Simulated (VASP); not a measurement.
# SiB5 (P-6m2) in VASP: single point with PBE

Aim: the single point of SiB5 with PBE.

Program: VASP 6.6.1. These are calculated values, not measurements. Logs are shortened: lines on timing, memory, paths and dates and some standing lists are left out, and cuts for length are marked.

## (1) The cell of the first run

Symmetry: P-6m2, No. 187, hexagonal system. Conventional cell: a = 2.548 Å, b = 2.548 Å, c = 12.752 Å, α = 90.00°, β = 90.00°, γ = 120.00°. Si (site symmetry -6m2) has 6 Si at 2.55 Å and 6 B at 2.62 Å within 3.4 Å. Within 3.4 Å of B (site symmetry 3m) lie 9 B at 2.55 Å and 3 Si at 2.62 Å. Within 3.4 Å of B (site symmetry 3m) lie 12 B at 2.55 to 2.58 Å. Within 3.4 Å of B (site symmetry -6m2) lie 12 B at 2.55 to 2.58 Å.

## (2) Single point, PBE

INCAR

```
SYSTEM = SiB5
  PREC = Accurate
  ENCUT = 520
  EDIFF = 1E-7
  ISMEAR = 0
  SIGMA = 0.1
  LREAL = .FALSE.
  LASPH = .TRUE.
  NELM = 100
  ALGO = Normal
  ISIF = 2
  LWAVE = .FALSE.
  LCHARG = .TRUE.
  GGA = PE
  LELF = .TRUE.
  LVHAR = .TRUE.
  NBANDS = 18
```

KPOINTS

```
Automatic mesh
0
G
  6 6 2
  0 0 0
```

POSCAR

```
SiB5
1.0
    2.5484021000      0.0000000000      0.0000000000
   -1.2742010500      2.2069809600      0.0000000000
    0.0000000000      0.0000000000     12.7519137000
Si B
1 5
Direct
    0.0000000000      0.0000000000      0.0000000000
    0.6666666700      0.3333333300      0.1697627500
    0.0000000000      0.0000000000      0.3333671700
    0.6666666700      0.3333333300      0.5000000000
    0.0000000000      0.0000000000      0.6666328300
    0.6666666700      0.3333333300      0.8302372500
```

Potentials or basis: VASP PAW PBE potentials, release 64 (Si, B).

On the command line:

```bash
> cat potpaw_PBE.64/Si/POTCAR potpaw_PBE.64/B/POTCAR > POTCAR
> mpirun -np 1 vasp_std > vasp.out
```

OUTCAR:

```text
SYSTEM = SiB5
   PREC = Accurate
   ENCUT = 520
   EDIFF = 1E-7
   ISMEAR = 0
   LREAL = .FALSE.
   LASPH = .TRUE.
   NELM = 100
   ISIF = 2
   GGA = PE

 ion  position               nearest neighbor table
   1  0.000  0.000  0.000-   2 2.62   6 2.62   2 2.62   6 2.62   2 2.62   6 2.62
   2  0.667  0.333  0.170-   1 2.62   1 2.62   1 2.62
   3  0.000  0.000  0.333-
   4  0.667  0.333  0.500-
   5  0.000  0.000  0.667-
   6  0.667  0.333  0.830-   1 2.62   1 2.62   1 2.62

  LATTYP: Found a hexagonal cell.
 ALAT       =     2.5484021000
 C/A-ratio  =     5.0038860429

  Lattice vectors:

 A1 = (   2.5484021000,   0.0000000000,   0.0000000000)
 A2 = (  -1.2742010500,   2.2069809600,   0.0000000000)
 A3 = (   0.0000000000,   0.0000000000,  12.7519137000)

Analysis of symmetry for initial positions (statically):
=====================================================================
 Subroutine PRICEL returns:
 Original cell was already a primitive cell.

 Routine SETGRP: Setting up the symmetry group for a
 hexagonal supercell.

 Subroutine GETGRP returns: Found 12 space group operations
 (whereof 12 operations were pure point group operations)
 out of a pool of 24 trial point group operations.

The static configuration has the point symmetry D_3h.

Analysis of symmetry for dynamics (positions and initial velocities):
=====================================================================
 Subroutine PRICEL returns:
 Original cell was already a primitive cell.

 Routine SETGRP: Setting up the symmetry group for a
 hexagonal supercell.

 Subroutine GETGRP returns: Found 12 space group operations
 (whereof 12 operations were pure point group operations)
 out of a pool of 24 trial point group operations.

The dynamic configuration has the point symmetry D_3h.

 Subroutine INISYM returns: Found 12 space group operations
 (whereof 12 operations are pure point group operations),
 and found     1 'primitive' translations

----------------------------------------------------------------------------------------

                                     Primitive cell

  volume of cell :      71.7203

  direct lattice vectors                    reciprocal lattice vectors
     2.548402100  0.000000000  0.000000000     0.392402753  0.226553835  0.000000000
    -1.274201050  2.206980960  0.000000000     0.000000000  0.453107670  0.000000000
     0.000000000  0.000000000 12.751913700     0.000000000  0.000000000  0.078419602

  length of vectors
     2.548402100  2.548402102 12.751913700     0.453107670  0.453107670  0.078419602

  position of ions in fractional coordinates (direct lattice)
     0.000000000  0.000000000  0.000000000
     0.666666670  0.333333330  0.169762750
     0.000000000  0.000000000  0.333367170
     0.666666670  0.333333330  0.500000000
     0.000000000  0.000000000  0.666632830
     0.666666670  0.333333330  0.830237250

  ion indices of the primitive-cell ions
   primitive index   ion index
                 1           1
                 2           2
                 3           3
                 4           4
                 5           5
                 6           6

----------------------------------------------------------------------------------------

 KPOINTS: Automatic mesh

Automatic generation of k-mesh.
 Grid dimensions read from file:
 generate k-points for:    6    6    2

 Generating k-lattice:

  Cartesian coordinates                     Fractional coordinates (reciprocal lattice)
     0.065400459  0.037758972  0.000000000     0.166666667  0.000000000  0.000000000
     0.000000000  0.075517945  0.000000000     0.000000000  0.166666667  0.000000000
     0.000000000  0.000000000  0.039209801     0.000000000  0.000000000  0.500000000

  Length of vectors
     0.075517945  0.075517945  0.039209801

  Shift w.r.t. Gamma in fractional coordinates (k-lattice)
     0.000000000  0.000000000  0.000000000

 Subroutine IBZKPT returns following result:
 ===========================================

 Found     14 irreducible k-points:

 Following reciprocal coordinates:
            Coordinates               Weight
  0.000000  0.000000  0.000000      1.000000
  0.166667  0.000000  0.000000      6.000000
  0.333333  0.000000  0.000000      6.000000
  0.500000  0.000000  0.000000      3.000000
  0.166667  0.166667  0.000000      6.000000
  0.333333  0.166667  0.000000     12.000000
  0.333333  0.333333  0.000000      2.000000
  0.000000  0.000000  0.500000      1.000000
  0.166667  0.000000  0.500000      6.000000
  0.333333  0.000000  0.500000      6.000000
  0.500000  0.000000  0.500000      3.000000
  0.166667  0.166667  0.500000      6.000000
  0.333333  0.166667  0.500000     12.000000
  0.333333  0.333333  0.500000      2.000000
   k-points           NKPTS =     14   k-points in BZ     NKDIM =     14   number of bands    NBANDS=     18
   number of dos      NEDOS =    301   number of ions     NIONS =      6
   total plane-waves  NPLWV =  38400
   dimension x,y,z NGX =    20 NGY =   20 NGZ =   96
   dimension x,y,z NGXF=    40 NGYF=   40 NGZF=  192
   ions per type =               1   5
   NGX,Y,Z   is equivalent  to a cutoff of  13.05, 13.05, 12.52 a.u.
   NGXF,Y,Z  is equivalent  to a cutoff of  26.09, 26.09, 25.03 a.u.
 SYSTEM =  SiB5
   PREC   = accura    normal or accurate (medium, high low for compatibility)
   ISTART =      0    job   : 0-new  1-cont  2-samecut
   ICHARG =      2    charge: 1-file 2-atom 10-const
   ISPIN  =      1    spin polarized calculation?
   LNONCOLLINEAR =      F non collinear calculations
   LSORBIT =      F    spin-orbit coupling
   LASPH  =      T    aspherical Exc in radial PAW
   ENCUT  =  520.0 eV  38.22 Ry    6.18 a.u.   4.74  4.74 23.71*2*pi/ulx,y,z
   NELM   =    100;   NELMIN=  2; NELMDL= -5     # of ELM steps
   EDIFF  = 0.1E-06   stopping-criterion for ELM
   LREAL  =      F    real-space projection
   EDIFFG = 0.1E-05   stopping-criterion for IOM
   NSW    =      0    number of steps for IOM
   IBRION =     -1    ionic relax: 0-MD 1-quasi-New 2-CG
   NFREE  =      0    steps in history (QN), initial steepest desc. (CG)
   ISIF   =      2    stress and relaxation
   ISYM   =      2    0-nonsym 1-usesym 2-fastsym
   POTIM  = 0.5000    time-step for ionic-motion
   TEBEG  =    0.0;   TEEND  =   0.0 temperature during run
   PSTRESS=    0.0 pullay stress
   NELECT =      19.0000    total number of electrons
   NUPDOWN=      -1.0000    fix difference up-down
   EMIN   =  10.00;   EMAX   =-10.00  energy-range for DOS
   EFERMI =   0.00;   METHOD = LEGACY
   ISMEAR =     0;   SIGMA  =   0.10  broadening in eV -4-tet -1-fermi 0-gaus
   EFERMI_NEDOS =   21; number of points for ismear=-14 and -15
   IALGO  =     38    algorithm
   IMIX   =      4    mixing-type and parameters
     AMIX     =   0.40;   BMIX     =  1.00
     AMIX_MAG =   1.60;   BMIX_MAG =  1.00
  volume/ion in A,a.u.               =      11.95        80.67
  Fermi-wavevector in a.u.,A,eV,Ry     =   1.051426  1.986907 15.041196  1.105497
  Thomas-Fermi vector in A             =   2.186469
   LORBIT       =      0    0 simple, 1 ext, 2 COOP (PROOUT), +10 PAW based schemes
   GGA     = PE    functional components
   LHFCALC =     F    Hartree Fock is set to
   AEXX    =    0.0000 exact exchange contribution
   IVDW    =     0    specifies the selected vdW correction
   LEPSILON=     F    determine dielectric tensor
   LRPA    =     F    only Hartree local field effects (RPA)
 non-spin polarized calculation
 Gauss-broadening in eV      SIGMA  =   0.10
  energy-cutoff  :      520.00
  volume of cell :       71.72
 maximum number of plane-waves:      1955
 NGX is ok and might be reduce to    20
   NGX =  9   NGY =  9   NGZ = 47

 number of electron      19.0000000 magnetization

 Free energy of the ion-electron system (eV)
  ---------------------------------------------------
  ext. energy  EPLUGINS =         0.00000000
  ---------------------------------------------------
  free energy    TOTEN  =       -24.78669286 eV

  energy without entropy =      -24.76875165  energy(sigma->0) =      -24.77772226

 E-fermi :   4.6918     XC(G=0): -10.5501

 val. band max:        4.6582493286   @ k =   0.3333   0.0000   0.0000
 cond. band min:       4.7185995581   @ k =   0.3333   0.3333   0.0000
 fundamental gap:      0.0603502295
 Fermi energy:         4.6917839304

 k-point     1 :       0.0000    0.0000    0.0000
  band No.  band energies     occupation
      1      -9.2043      2.00000
      2      -6.6084      2.00000
      3      -6.5501      2.00000
      4      -4.4453      2.00000
      5      -4.3839      2.00000
      6      -0.6727      2.00000
[... 10 lines left out ...]
     17      12.6952      0.00000
     18      13.1237      0.00000

 k-point     2 :       0.1667    0.0000    0.0000
  band No.  band energies     occupation
      1      -8.3974      2.00000
      2      -5.8784      2.00000
      3      -5.8211      2.00000
      4      -3.7202      2.00000
      5      -3.6595      2.00000
      6      -0.0209      2.00000
[... 10 lines left out ...]
     17      11.3437      0.00000
     18      11.6548      0.00000

 k-point     3 :       0.3333    0.0000    0.0000
  band No.  band energies     occupation
      1      -6.0038      2.00000
      2      -3.7049      2.00000
      3      -3.6507      2.00000
      4      -1.5760      2.00000
      5      -1.5155      2.00000
      6       1.8678      2.00000
[... 10 lines left out ...]
     17       9.8941      0.00000
     18      10.2748      0.00000

 k-point     4 :       0.5000    0.0000    0.0000
  band No.  band energies     occupation
      1      -2.3626      2.00000
      2      -1.8373      2.00000
      3      -0.3342      2.00000
      4      -0.3167      2.00000
      5       0.0362      2.00000
      6       0.0873      2.00000
[... 165 lines left out ...]
      4      -3.4786      2.00000
      5      -0.5685      2.00000
      6      -0.5459      2.00000
[... 10 lines left out ...]
     17       9.7882      0.00000
     18       9.8615      0.00000

 k-point    13 :       0.3333    0.1667    0.5000
  band No.  band energies     occupation
      1      -3.6552      2.00000
      2      -1.8362      2.00000
      3      -0.7940      2.00000
      4      -0.6436      2.00000
      5       0.9414      2.00000
      6       2.0970      2.00000
[... 10 lines left out ...]
     17       7.3406      0.00000
     18       7.3556      0.00000

 k-point    14 :       0.3333    0.3333    0.5000
  band No.  band energies     occupation
      1      -0.4009      2.00000
      2       0.4921      2.00000
      3       0.4990      2.00000
      4       1.3899      2.00000
      5       1.3954      2.00000
      6       2.2180      2.00000
[... 10 lines left out ...]
     17       5.6924      0.00000
     18       6.0825      0.00000

------------------------ aborting loop because EDIFF is reached ----------------------------------------

  FORCE on cell =-STRESS in cart. coord.  units (eV):
  Direction    XX          YY          ZZ          XY          YZ          ZX
  --------------------------------------------------------------------------------------
  -------------------------------------------------------------------------------------
  Total      -13.8647813    -13.8647813    -12.4755139      0.0000000      0.0000000      0.0000000
  in kB     -309.7288783   -309.7288790   -278.6936811      0.0000000      0.0000000      0.0000000
  external PRESSURE =    -299.3838128 kB  Pullay stress =       0.0000000 kB

 VOLUME and BASIS-vectors are now :
 -----------------------------------------------------------------------------
  energy-cutoff  :      520.00
  volume of cell :       71.72
      direct lattice vectors                 reciprocal lattice vectors
     2.548402100  0.000000000  0.000000000     0.392402753  0.226553835  0.000000000
    -1.274201050  2.206980960  0.000000000     0.000000000  0.453107670  0.000000000
     0.000000000  0.000000000 12.751913700     0.000000000  0.000000000  0.078419602

 POSITION                                       TOTAL-FORCE (eV/Angst)
 -----------------------------------------------------------------------------------
      0.00000      0.00000      0.00000        -0.000000      0.000000     -0.000000
      1.27420      0.73566      2.16480        -0.000000     -0.000000      1.096315
      0.00000      0.00000      4.25107        -0.000000      0.000000     -0.342066
      1.27420      0.73566      6.37596         0.000000     -0.000000     -0.000000
      0.00000      0.00000      8.50084        -0.000000      0.000000      0.342066
      1.27420      0.73566     10.58711         0.000000     -0.000000     -1.096315
 -----------------------------------------------------------------------------------
    total drift:                               -0.000003      0.000001      0.000000

  FREE ENERGIE OF THE ION-ELECTRON SYSTEM (eV)
  ---------------------------------------------------
  free  energy   TOTEN  =       -24.7866928639 eV

  energy  without entropy=      -24.7687516492  energy(sigma->0) =      -24.77772226
```

It took 10 s on 1 thread of Intel Xeon 6975P-C (Granite Rapids), shared host; peak memory 0.18 GiB.

Results:

```yaml
Free_energy: -24.7867 eV
Pressure: -29.9 GPa
Largest_force: 1.096 eV/Å
```

Forces on the atoms (eV/Å):
```
Si   0.000  0.000  0.000
B    0.000  0.000  1.096
B    0.000  0.000 -0.342
B    0.000  0.000  0.000
B    0.000  0.000  0.342
B    0.000  0.000 -1.096
```

Stress tensor (GPa, compression positive):
```
-30.97   0.00   0.00
  0.00 -30.97   0.00
  0.00   0.00 -27.87
```

Levels at points of the mesh, in eV from the Fermi level:
```csv
k point,band 7,band 8,band 9,band 10,band 11,band 12,band 13,band 14
"(0.00, 0.00, 0.00)",-5.15,-0.27,0.19,5.51,5.97,7.52,7.52,7.70
"(0.50, 0.00, 0.00)",-3.03,-2.96,-2.46,-2.32,0.06,0.35,0.65,2.91
"(0.00, 0.00, 0.50)",-2.89,-2.70,2.64,3.14,7.57,7.57,7.62,7.62
"(0.50, 0.00, 0.50)",-3.70,-3.59,-1.47,-1.27,-1.08,-0.78,2.45,2.60
```

Caveat: the k points lie up to 0.47 Å⁻¹ apart; forces of over 1 eV/Å act on the atoms, so gaps and moduli don't describe the material at rest.
